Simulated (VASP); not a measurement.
A run of VASP 6.6.1 is set up as follows.

Contents of INCAR:

```
SYSTEM = C
ALGO = Normal
EDIFF = 1E-7
ENCUT = 520
GGA = PE
ISIF = 2
ISMEAR = -1
LASPH = .True.
LCHARG = .False.
LREAL = .False.
LWAVE = .False.
NBANDS = 11
NELM = 60
PREC = Accurate
SIGMA = 0.06122561905347299
```

Contents of KPOINTS:

```
k-points
0
Gamma
  26 26 26
  0 0 0
```

Contents of POSCAR:

```
C
1.0
    0.0000000000      1.7740847571      1.7740847571
    1.7740847571      0.0000000000      1.7740847571
    1.7740847571      1.7740847571      0.0000000000
C
2
Direct
    0.0000000000      0.0000000000      0.0000000000
    0.2500000000      0.2500000000      0.2500000000
```

Potentials or basis: VASP PAW PBE potentials, release 64 (C).

Run with:

```sh
$ cat potpaw_PBE.64/C/POTCAR > POTCAR
$ mpirun -np 1 vasp_std > vasp.out
```

Estimate the band gap on the k mesh.

4.17 eV, indirect (least direct gap 5.63 eV).

Estimate the pressure.

9.6 GPa.

A k mesh can miss the band edges.
